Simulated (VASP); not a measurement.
# Re (P6_3/mmc) in VASP: notebook

Runs on Re. Level: LDA. Tasks: single point.

Everything below comes from runs of VASP 6.6.1. Logs are shortened: lines on timing, memory, paths and dates and some standing lists are left out, and cuts for length are marked.

### 1 The cell of the first run

It takes space group P6_3/mmc (No. 194, hexagonal). The conventional cell has a = 2.761 Å, b = 2.761 Å, c = 4.458 Å, α = 90.00°, β = 90.00°, γ = 120.00°. Re (site symmetry -6m2) has 12 Re at 2.74 to 2.76 Å within 3.6 Å.

### 2 Single point, LDA

Contents of INCAR:

```
PREC = Accurate ; ENCUT = 500
EDIFF = 1E-6 ; ISMEAR = 0
SIGMA = 0.1 ; LREAL = F
LASPH = T ; NELM = 120
ALGO = Normal ; ISIF = 2
LWAVE = F ; LCHARG = F
NBANDS = 22 ; GGA_COMPAT = F
```

Contents of KPOINTS:

```
Automatic mesh
0
Gamma
  9 9 4
```

Contents of POSCAR:

```
Re
1.0
    2.7608000000      0.0000000000      0.0000000000
   -1.3804000000      2.3909229348      0.0000000000
    0.0000000000      0.0000000000      4.4582000000
Re
2
Direct
    0.3333333333      0.6666666667      0.2500000000
    0.6666666667      0.3333333333      0.7500000000
```

Potentials or basis: VASP PAW LDA potentials, release 64 (Re_sv_GW).

The run is started by

```bash
$ cat potpaw_LDA.64/Re_sv_GW/POTCAR > POTCAR
$ mpirun -np 1 vasp_std > vasp.out
```

OUTCAR:

```text
PREC = Accurate
   ENCUT = 500
   EDIFF = 1E-6
   ISMEAR = 0
   LREAL = F
   LASPH = T
   NELM = 120
   ISIF = 2

 ion  position               nearest neighbor table
   1  0.333  0.667  0.250-   2 2.74   2 2.74   2 2.74   2 2.74   2 2.74   2 2.74
   2  0.667  0.333  0.750-   1 2.74   1 2.74   1 2.74   1 2.74   1 2.74   1 2.74

  LATTYP: Found a hexagonal cell.
 ALAT       =     2.7608000000
 C/A-ratio  =     1.6148217908

  Lattice vectors:

 A1 = (   2.7608000000,   0.0000000000,   0.0000000000)
 A2 = (  -1.3804000000,   2.3909229348,   0.0000000000)
 A3 = (   0.0000000000,   0.0000000000,   4.4582000000)

Analysis of symmetry for initial positions (statically):
=====================================================================
 Subroutine PRICEL returns:
 Original cell was already a primitive cell.

 Routine SETGRP: Setting up the symmetry group for a
 hexagonal supercell.

 Subroutine GETGRP returns: Found 24 space group operations
 (whereof 12 operations were pure point group operations)
 out of a pool of 24 trial point group operations.

The static configuration has the point symmetry D_3d.
 The point group associated with its full space group is D_6h.

Analysis of symmetry for dynamics (positions and initial velocities):
=====================================================================
 Subroutine PRICEL returns:
 Original cell was already a primitive cell.

 Routine SETGRP: Setting up the symmetry group for a
 hexagonal supercell.

 Subroutine GETGRP returns: Found 24 space group operations
 (whereof 12 operations were pure point group operations)
 out of a pool of 24 trial point group operations.

The dynamic configuration has the point symmetry D_3d.
 The point group associated with its full space group is D_6h.

 Subroutine INISYM returns: Found 24 space group operations
 (whereof 12 operations are pure point group operations),
 and found     1 'primitive' translations

----------------------------------------------------------------------------------------

                                     Primitive cell

  volume of cell :      29.4280

  direct lattice vectors                    reciprocal lattice vectors
     2.760800000  0.000000000  0.000000000     0.362213851  0.209124264  0.000000000
    -1.380400000  2.390922935  0.000000000     0.000000000  0.418248529  0.000000000
     0.000000000  0.000000000  4.458200000     0.000000000  0.000000000  0.224305774

  length of vectors
     2.760800000  2.760800000  4.458200000     0.418248529  0.418248529  0.224305774

  position of ions in fractional coordinates (direct lattice)
     0.333333333  0.666666667  0.250000000
     0.666666667  0.333333333  0.750000000

  ion indices of the primitive-cell ions
   primitive index   ion index
                 1           1
                 2           2

----------------------------------------------------------------------------------------

 KPOINTS: Automatic mesh

Automatic generation of k-mesh.
 Grid dimensions read from file:
 generate k-points for:    9    9    4

 Generating k-lattice:

  Cartesian coordinates                     Fractional coordinates (reciprocal lattice)
     0.040245983  0.023236029  0.000000000     0.111111111 -0.000000000  0.000000000
     0.000000000  0.046472059  0.000000000     0.000000000  0.111111111  0.000000000
     0.000000000  0.000000000  0.056076443     0.000000000  0.000000000  0.250000000

  Length of vectors
     0.046472059  0.046472059  0.056076443

  Shift w.r.t. Gamma in fractional coordinates (k-lattice)
     0.000000000  0.000000000  0.000000000

 Subroutine IBZKPT returns following result:
 ===========================================

 Found     36 irreducible k-points:

 Following reciprocal coordinates:
            Coordinates               Weight
  0.000000  0.000000  0.000000      1.000000
  0.111111 -0.000000  0.000000      6.000000
  0.222222 -0.000000  0.000000      6.000000
  0.333333 -0.000000  0.000000      6.000000
  0.444444 -0.000000  0.000000      6.000000
  0.111111  0.111111  0.000000      6.000000
[... 16 lines left out ...]
  0.333333  0.222222  0.250000     24.000000
  0.333333  0.333333  0.250000      4.000000
 [... further k-points ...]
   k-points           NKPTS =     36   k-points in BZ     NKDIM =     36   number of bands    NBANDS=     22
   number of dos      NEDOS =    301   number of ions     NIONS =      2
   total plane-waves  NPLWV =  14400
   dimension x,y,z NGX =    20 NGY =   20 NGZ =   36
   dimension x,y,z NGXF=    40 NGYF=   40 NGZF=   72
   ions per type =               2
   NGX,Y,Z   is equivalent  to a cutoff of  12.04, 12.04, 13.42 a.u.
   NGXF,Y,Z  is equivalent  to a cutoff of  24.09, 24.09, 26.85 a.u.
 SYSTEM =  unknown system
   PREC   = accura    normal or accurate (medium, high low for compatibility)
   ISTART =      0    job   : 0-new  1-cont  2-samecut
   ICHARG =      2    charge: 1-file 2-atom 10-const
   ISPIN  =      1    spin polarized calculation?
   LNONCOLLINEAR =      F non collinear calculations
   LSORBIT =      F    spin-orbit coupling
   LASPH  =      T    aspherical Exc in radial PAW
   ENCUT  =  500.0 eV  36.75 Ry    6.06 a.u.   5.03  5.03  8.13*2*pi/ulx,y,z
   NELM   =    120;   NELMIN=  2; NELMDL= -5     # of ELM steps
   EDIFF  = 0.1E-05   stopping-criterion for ELM
   LREAL  =      F    real-space projection
   EDIFFG = 0.1E-04   stopping-criterion for IOM
   NSW    =      0    number of steps for IOM
   IBRION =     -1    ionic relax: 0-MD 1-quasi-New 2-CG
   NFREE  =      0    steps in history (QN), initial steepest desc. (CG)
   ISIF   =      2    stress and relaxation
   ISYM   =      2    0-nonsym 1-usesym 2-fastsym
   POTIM  = 0.5000    time-step for ionic-motion
   TEBEG  =    0.0;   TEEND  =   0.0 temperature during run
   PSTRESS=    0.0 pullay stress
   NELECT =      30.0000    total number of electrons
   NUPDOWN=      -1.0000    fix difference up-down
   EMIN   =  10.00;   EMAX   =-10.00  energy-range for DOS
   EFERMI =   0.00;   METHOD = LEGACY
   ISMEAR =     0;   SIGMA  =   0.10  broadening in eV -4-tet -1-fermi 0-gaus
   EFERMI_NEDOS =   21; number of points for ismear=-14 and -15
   IALGO  =     38    algorithm
   IMIX   =      4    mixing-type and parameters
     AMIX     =   0.40;   BMIX     =  1.00
     AMIX_MAG =   1.60;   BMIX_MAG =  1.00
  volume/ion in A,a.u.               =      14.71        99.29
  Fermi-wavevector in a.u.,A,eV,Ry     =   1.647638  3.113585 36.935901  2.714712
  Thomas-Fermi vector in A             =   2.737063
   LORBIT       =      0    0 simple, 1 ext, 2 COOP (PROOUT), +10 PAW based schemes
   GGA     = CA    functional components
   LHFCALC =     F    Hartree Fock is set to
   AEXX    =    0.0000 exact exchange contribution
   IVDW    =     0    specifies the selected vdW correction
   LEPSILON=     F    determine dielectric tensor
   LRPA    =     F    only Hartree local field effects (RPA)
 non-spin polarized calculation
 Gauss-broadening in eV      SIGMA  =   0.10
  energy-cutoff  :      500.00
  volume of cell :       29.43
 maximum number of plane-waves:       766
   NGX = 11   NGY = 11   NGZ = 17

 number of electron      30.0000003 magnetization

 Free energy of the ion-electron system (eV)
  ---------------------------------------------------
  ext. energy  EPLUGINS =         0.00000000
  ---------------------------------------------------
  free energy    TOTEN  =       -30.73399163 eV

  energy without entropy =      -30.72648835  energy(sigma->0) =      -30.73023999

 E-fermi :  12.8102     XC(G=0): -14.4200

 val. band max:       12.8033060958   @ k =   0.1111   0.1111   0.0000
 cond. band min:      12.8387978508   @ k =   0.3333   0.3333   0.5000
 fundamental gap:      0.0354917550
 Fermi energy:        12.8101851088

 k-point     1 :       0.0000    0.0000    0.0000
  band No.  band energies     occupation
      1     -66.6403      2.00000
      2     -66.5146      2.00000
      3     -29.3577      2.00000
      4     -28.2876      2.00000
      5     -28.2876      2.00000
      6     -28.1089      2.00000
[... 14 lines left out ...]
     21      22.7652      0.00000
     22      26.3151      0.00000

 k-point     2 :       0.1111   -0.0000    0.0000
  band No.  band energies     occupation
      1     -66.6281      2.00000
      2     -66.5091      2.00000
      3     -29.3105      2.00000
      4     -28.3974      2.00000
      5     -28.3223      2.00000
      6     -28.2233      2.00000
[... 14 lines left out ...]
     21      22.7309      0.00000
     22      27.4042      0.00000

 k-point     3 :       0.2222   -0.0000    0.0000
  band No.  band energies     occupation
      1     -66.5964      2.00000
      2     -66.4963      2.00000
      3     -29.1798      2.00000
      4     -28.6744      2.00000
      5     -28.5004      2.00000
      6     -28.4073      2.00000
[... 14 lines left out ...]
     21      22.3597      0.00000
     22      28.5360      0.00000

 k-point     4 :       0.3333   -0.0000    0.0000
  band No.  band energies     occupation
      1     -66.5570      2.00000
      2     -66.4844      2.00000
      3     -28.9999      2.00000
      4     -28.9850      2.00000
      5     -28.7974      2.00000
      6     -28.4987      2.00000
[... 14 lines left out ...]
     21      23.3430      0.00000
     22      25.1499      0.00000

 k-point     5 :       0.4444   -0.0000    0.0000
  band No.  band energies     occupation
      1     -66.5271      2.00000
      2     -66.4808      2.00000
      3     -29.1851      2.00000
      4     -28.9835      2.00000
      5     -28.8388      2.00000
      6     -28.5566      2.00000
[... 417 lines left out ...]
 k-point    22 :       0.2222    0.2222    0.2500
  band No.  band energies     occupation
      1     -66.5296      2.00000
      2     -66.4896      2.00000
      3     -29.0915      2.00000
      4     -29.0027      2.00000
      5     -28.6409      2.00000
      6     -28.6308      2.00000
[... 14 lines left out ...]
     21      23.4391      0.00000
     22      25.5242      0.00000

 k-point    23 :       0.3333    0.2222    0.2500
  band No.  band energies     occupation
      1     -66.5067      2.00000
      2     -66.4865      2.00000
      3     -29.1358      2.00000
      4     -29.0408      2.00000
      5     -28.7953      2.00000
      6     -28.6000      2.00000
[... 14 lines left out ...]
     21      23.2677      0.00000
     22      23.7814      0.00000

 k-point    24 :       0.3333    0.3333    0.2500
  band No.  band energies     occupation
      1     -66.4922      2.00000
      2     -66.4922      2.00000
      3     -29.0054      2.00000
      4     -29.0054      2.00000
      5     -28.9739      2.00000
      6     -28.7001      2.00000
[... 14 lines left out ...]
     21      23.0942      0.00000
     22      25.9944      0.00000

 [... further k-points ...]
[... 5 lines left out ...]
  --------------------------------------------------------------------------------------
  -------------------------------------------------------------------------------------
  Total       -1.9980805     -1.9980805     -2.1562147     -0.0000000      0.0000000      0.0000000
  in kB     -108.7836137   -108.7836137   -117.3930867     -0.0000000      0.0000000      0.0000000
  external PRESSURE =    -111.6534380 kB  Pullay stress =       0.0000000 kB

 VOLUME and BASIS-vectors are now :
 -----------------------------------------------------------------------------
  energy-cutoff  :      500.00
  volume of cell :       29.43
      direct lattice vectors                 reciprocal lattice vectors
     2.760800000  0.000000000  0.000000000     0.362213851  0.209124264  0.000000000
    -1.380400000  2.390922935  0.000000000     0.000000000  0.418248529  0.000000000
     0.000000000  0.000000000  4.458200000     0.000000000  0.000000000  0.224305774

 POSITION                                       TOTAL-FORCE (eV/Angst)
 -----------------------------------------------------------------------------------
     -0.00000      1.59395      1.11455        -0.000000      0.000000      0.000000
      1.38040      0.79697      3.34365         0.000000     -0.000000      0.000000
 -----------------------------------------------------------------------------------
    total drift:                               -0.000000      0.000000     -0.000000

  FREE ENERGIE OF THE ION-ELECTRON SYSTEM (eV)
  ---------------------------------------------------
  free  energy   TOTEN  =       -30.7339916258 eV

  energy  without entropy=      -30.7264883528  energy(sigma->0) =      -30.73023999
```

It took 18 s on 1 thread of AMD EPYC 9R45 (Zen 5), shared host; peak memory 0.11 GiB.

Results:

```
Free energy            : -30.7340 eV
Pressure               : -11.2 GPa
Band gap on the k mesh : zero (band 15 reaches 13.94 eV, above the bottom of band 16 at 11.07 eV)
```

Levels at points of the mesh, in eV from the Fermi level:
```
           k point  band 12  band 13  band 14  band 15  band 16  band 17  band 18  band 19
(0.00, 0.00, 0.00)    -1.62    -1.61    -0.78    -0.78     0.15     0.15     0.73     3.33
(0.00, 0.00, 0.50)    -2.38    -1.74    -1.74    -1.74    -1.74     2.52     2.52     2.52
```

Caveat: spin-orbit coupling is left out, which moves the levels of the heavy elements.

[end of part 1 of 2]
